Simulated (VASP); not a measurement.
# Hf (Fm-3m) in VASP: a series of runs

Aim: see how the results for Hf move with the level of theory and the settings. Levels: PBE, RPBE, revPBE, LDA. Tasks: relaxation of cell and atoms, single point.

All numbers are computed with VASP 6.6.1; they aren't measurements. Logs are shortened: lines on timing, memory, paths and dates and some standing lists are left out, and cuts for length are marked.

## (1) The cell of the first run

The structure is cubic, space group Fm-3m (No. 225). Conventional cell: a = 4.440 Å, b = 4.440 Å, c = 4.440 Å, α = 90.00°, β = 90.00°, γ = 90.00°. Hf (site symmetry m-3m) has 12 Hf at 3.14 Å within 4.1 Å.

## (2) Relaxation of cell and atoms, PBE

The input, INCAR:

```
SYSTEM = Hf
  PREC = Accurate
  ENCUT = 600
  EDIFF = 1E-7
  ISMEAR = -1
  SIGMA = 0.05
  LREAL = .False.
  LASPH = .True.
  NELM = 80
  ALGO = Fast
  ISIF = 3
  LWAVE = .False.
  LCHARG = .False.
  GGA = PE
  IBRION = 2
  NSW = 60
  EDIFFG = -0.01
```

The input, KPOINTS:

```
Automatic mesh
0
Gamma
  10 10 10
  0 0 0
```

The input, POSCAR:

```
Hf
1.0
    0.0000000000      2.2200000000      2.2200000000
    2.2200000000      0.0000000000      2.2200000000
    2.2200000000      2.2200000000      0.0000000000
Hf
1
Direct
    0.0000000000      0.0000000000      0.0000000000
```

Potentials or basis: VASP PAW PBE potentials, release 64 (Hf_pv).

On the command line:

```bash
$ cat potpaw_PBE.64/Hf_pv/POTCAR > POTCAR
$ mpirun -np 1 vasp_std > vasp.out
```

OUTCAR:

```text
SYSTEM = Hf
   PREC = Accurate
   ENCUT = 600
   EDIFF = 1E-7
   ISMEAR = -1
   LREAL = .False.
   LASPH = .True.
   NELM = 80
   ISIF = 3
   GGA = PE
   IBRION = 2
   NSW = 60
   EDIFFG = -0.01

 ion  position               nearest neighbor table
   1  0.000  0.000  0.000-

  LATTYP: Found a face centered cubic cell.
 ALAT       =     4.4400000000

  Lattice vectors:

 A1 = (   0.0000000000,   2.2200000000,   2.2200000000)
 A2 = (   2.2200000000,   0.0000000000,   2.2200000000)
 A3 = (   2.2200000000,   2.2200000000,   0.0000000000)

Analysis of symmetry for initial positions (statically):
=====================================================================
 Subroutine PRICEL returns:
 Original cell was already a primitive cell.

 Routine SETGRP: Setting up the symmetry group for a
 face centered cubic supercell.

 Subroutine GETGRP returns: Found 48 space group operations
 (whereof 48 operations were pure point group operations)
 out of a pool of 48 trial point group operations.

The static configuration has the point symmetry O_h .

Analysis of symmetry for dynamics (positions and initial velocities):
=====================================================================
 Subroutine PRICEL returns:
 Original cell was already a primitive cell.

 Routine SETGRP: Setting up the symmetry group for a
 face centered cubic supercell.

 Subroutine GETGRP returns: Found 48 space group operations
 (whereof 48 operations were pure point group operations)
 out of a pool of 48 trial point group operations.

The dynamic configuration has the point symmetry O_h .

 Subroutine INISYM returns: Found 48 space group operations
 (whereof 48 operations are pure point group operations),
 and found     1 'primitive' translations

----------------------------------------------------------------------------------------

                                     Primitive cell

  volume of cell :      21.8821

  direct lattice vectors                    reciprocal lattice vectors
     0.000000000  2.220000000  2.220000000    -0.225225225  0.225225225  0.225225225
     2.220000000  0.000000000  2.220000000     0.225225225 -0.225225225  0.225225225
     2.220000000  2.220000000  0.000000000     0.225225225  0.225225225 -0.225225225

  length of vectors
     3.139554108  3.139554108  3.139554108     0.390101533  0.390101533  0.390101533

  position of ions in fractional coordinates (direct lattice)
     0.000000000  0.000000000  0.000000000

  ion indices of the primitive-cell ions
   primitive index   ion index
                 1           1

----------------------------------------------------------------------------------------

 KPOINTS: Automatic mesh

Automatic generation of k-mesh.
 Grid dimensions read from file:
 generate k-points for:   10   10   10

 Generating k-lattice:

  Cartesian coordinates                     Fractional coordinates (reciprocal lattice)
    -0.022522523  0.022522523  0.022522523     0.100000000  0.000000000  0.000000000
     0.022522523 -0.022522523  0.022522523     0.000000000  0.100000000  0.000000000
     0.022522523  0.022522523 -0.022522523     0.000000000  0.000000000  0.100000000

  Length of vectors
     0.039010153  0.039010153  0.039010153

  Shift w.r.t. Gamma in fractional coordinates (k-lattice)
     0.000000000  0.000000000  0.000000000

 Subroutine IBZKPT returns following result:
 ===========================================

 Found     47 irreducible k-points:

 Following reciprocal coordinates:
            Coordinates               Weight
  0.000000  0.000000  0.000000      1.000000
  0.100000  0.000000  0.000000      8.000000
  0.200000  0.000000  0.000000      8.000000
  0.300000  0.000000  0.000000      8.000000
  0.400000  0.000000  0.000000      8.000000
  0.500000  0.000000  0.000000      4.000000
[... 16 lines left out ...]
  0.300000  0.300000  0.000000      6.000000
  0.400000  0.300000  0.000000     24.000000
 [... further k-points ...]
   k-points           NKPTS =     47   k-points in BZ     NKDIM =     47   number of bands    NBANDS=      9
   number of dos      NEDOS =    301   number of ions     NIONS =      1
   total plane-waves  NPLWV =  21952
   dimension x,y,z NGX =    28 NGY =   28 NGZ =   28
   dimension x,y,z NGXF=    56 NGYF=   56 NGZF=   56
   ions per type =               1
   NGX,Y,Z   is equivalent  to a cutoff of  14.83, 14.83, 14.83 a.u.
   NGXF,Y,Z  is equivalent  to a cutoff of  29.65, 29.65, 29.65 a.u.
 SYSTEM =  Hf
   PREC   = accura    normal or accurate (medium, high low for compatibility)
   ISTART =      0    job   : 0-new  1-cont  2-samecut
   ICHARG =      2    charge: 1-file 2-atom 10-const
   ISPIN  =      1    spin polarized calculation?
   LNONCOLLINEAR =      F non collinear calculations
   LSORBIT =      F    spin-orbit coupling
   LASPH  =      T    aspherical Exc in radial PAW
   ENCUT  =  600.0 eV  44.10 Ry    6.64 a.u.   6.27  6.27  6.27*2*pi/ulx,y,z
   NELM   =     80;   NELMIN=  2; NELMDL= -5     # of ELM steps
   EDIFF  = 0.1E-06   stopping-criterion for ELM
   LREAL  =      F    real-space projection
   EDIFFG = -.1E-01   stopping-criterion for IOM
   NSW    =     60    number of steps for IOM
   IBRION =      2    ionic relax: 0-MD 1-quasi-New 2-CG
   NFREE  =      1    steps in history (QN), initial steepest desc. (CG)
   ISIF   =      3    stress and relaxation
   ISYM   =      2    0-nonsym 1-usesym 2-fastsym
   POTIM  = 0.5000    time-step for ionic-motion
   TEBEG  =    0.0;   TEEND  =   0.0 temperature during run
   PSTRESS=    0.0 pullay stress
   NELECT =      10.0000    total number of electrons
   NUPDOWN=      -1.0000    fix difference up-down
   EMIN   =  10.00;   EMAX   =-10.00  energy-range for DOS
   EFERMI =   0.00;   METHOD = LEGACY
   ISMEAR =    -1;   SIGMA  =   0.05  broadening in eV -4-tet -1-fermi 0-gaus
   EFERMI_NEDOS =   21; number of points for ismear=-14 and -15
   IALGO  =     68    algorithm
   IMIX   =      4    mixing-type and parameters
     AMIX     =   0.40;   BMIX     =  1.00
     AMIX_MAG =   1.60;   BMIX_MAG =  1.00
  volume/ion in A,a.u.               =      21.88       147.67
  Fermi-wavevector in a.u.,A,eV,Ry     =   1.260991  2.382927 21.634588  1.590097
  Thomas-Fermi vector in A             =   2.394472
   LORBIT       =      0    0 simple, 1 ext, 2 COOP (PROOUT), +10 PAW based schemes
   GGA     = PE    functional components
   LHFCALC =     F    Hartree Fock is set to
   AEXX    =    0.0000 exact exchange contribution
   IVDW    =     0    specifies the selected vdW correction
   LEPSILON=     F    determine dielectric tensor
   LRPA    =     F    only Hartree local field effects (RPA)
 conjugate gradient relaxation of ions
 non-spin polarized calculation
 RMM-DIIS sequential band-by-band and
  energy-cutoff  :      600.00
  volume of cell :       21.88
 maximum number of plane-waves:       745
 NGX is ok and might be reduce to    28
   NGX = 13   NGY = 13   NGZ = 13

--------------------------------------- Ionic step        1  -------------------------------------------

 number of electron      10.0000000 magnetization

 Free energy of the ion-electron system (eV)
  ---------------------------------------------------
  ext. energy  EPLUGINS =         0.00000000
  ---------------------------------------------------
  free energy    TOTEN  =        -9.85568455 eV

  energy without entropy =       -9.84467927  energy(sigma->0) =       -9.85018191

------------------------ aborting loop because EDIFF is reached ----------------------------------------

  FORCE on cell =-STRESS in cart. coord.  units (eV):
  Direction    XX          YY          ZZ          XY          YZ          ZX
  --------------------------------------------------------------------------------------
  -------------------------------------------------------------------------------------
  Total        0.3541276      0.3541276      0.3541276      0.0000000      0.0000000      0.0000000
  in kB       25.9287412     25.9287412     25.9287412      0.0000000      0.0000000      0.0000000
  external PRESSURE =      25.9287412 kB  Pullay stress =       0.0000000 kB
[... 55 lines left out ...]
  energy  without entropy=       -9.8421165959  energy(sigma->0) =       -9.84853123

--------------------------------------- Ionic step        3  -------------------------------------------

 number of electron      10.0000001 magnetization

 Free energy of the ion-electron system (eV)
  ---------------------------------------------------
  ext. energy  EPLUGINS =         0.00000000
  ---------------------------------------------------
  free energy    TOTEN  =        -9.85995359 eV

  energy without entropy =       -9.84810999  energy(sigma->0) =       -9.85403179

 E-fermi :   4.7245     XC(G=0): -11.2699

 val. band max:        4.7041140849   @ k =   0.3000   0.0000   0.0000
 cond. band min:       4.7689827900   @ k =  -0.2000   0.1000   0.0000
 fundamental gap:      0.0648687051
 Fermi energy:         4.7245183247

 k-point     1 :       0.0000    0.0000    0.0000
  band No.  band energies     occupation
      1     -25.3015      2.00000
      2     -25.3015      2.00000
      3     -25.3015      2.00000
      4      -2.4807      2.00000
      5       6.1246      0.00000
      6       6.1246      0.00000
      7       6.1246      0.00000
      8       8.9029      0.00000
      9       8.9029      0.00000
[... 265 lines left out ...]
 k-point    24 :       0.4000    0.3000    0.0000
  band No.  band energies     occupation
      1     -25.9161      2.00000
      2     -25.5500      2.00000
      3     -25.5241      2.00000
      4       1.4328      2.00000
      5       3.2428      2.00000
      6       5.5558      0.00000
      7       8.7950      0.00000
      8       9.7794      0.00000
      9      10.8626      0.00000

 [... further k-points ...]
[... 5 lines left out ...]
  --------------------------------------------------------------------------------------
  -------------------------------------------------------------------------------------
  Total       -0.0059655     -0.0059655     -0.0059655      0.0000000     -0.0000000     -0.0000000
  in kB       -0.4258535     -0.4258535     -0.4258535      0.0000000     -0.0000000     -0.0000000
  external PRESSURE =      -0.4258535 kB  Pullay stress =       0.0000000 kB
[... 16 lines left out ...]
  FREE ENERGIE OF THE ION-ELECTRON SYSTEM (eV)
  ---------------------------------------------------
  free  energy   TOTEN  =        -9.8599535878 eV

  energy  without entropy=       -9.8481099902  energy(sigma->0) =       -9.85403179

 reached required accuracy - stopping structural energy minimisation
```

Wall time 81 s (1 thread of Intel Xeon 8259CL, shared host); peak memory 0.17 GiB.

Results:

```yaml
Free_energy: -9.8600 eV
Relaxed_volume: 22.44 Å³/atom
Relaxed_cell: a = 3.166 Å, b = 3.166 Å, c = 3.166 Å, α = 60.00°, β = 60.00°, γ = 60.00°
Space_group_after_relaxing_to_0.05_Å: Fm-3m (No. 225)
Energy_gained_by_relaxing: 4.3 meV/atom
Ionic_steps: 3
Pressure_after_relaxing: 0.0 GPa
Band_gap_on_the_k_mesh: zero (band 5 reaches 6.12 eV, above the bottom of band 6 at 4.33 eV)
```

Step by step:
| step | energy change (eV) | largest force (eV/Å) | pressure (GPa) | volume (Å³) |
| --- | --- | --- | --- | --- |
| 1 | 0.0000 | 0.0000 | 2.59 | 21.88 |
| 2 | 0.0007 | 0.0000 | -3.00 | 23.02 |
| 3 | -0.0043 | 0.0000 | -0.04 | 22.44 |

Final structure:
```
Hf
1.0
     0.00000    2.23884    2.23884
     2.23884    0.00000    2.23884
     2.23884    2.23884    0.00000
Hf
1
Direct
  0.00000 0.00000 0.00000
```

Caveat: spin-orbit coupling is left out, which moves the levels of the heavy elements.

(Part 1 of 2 ends here.)
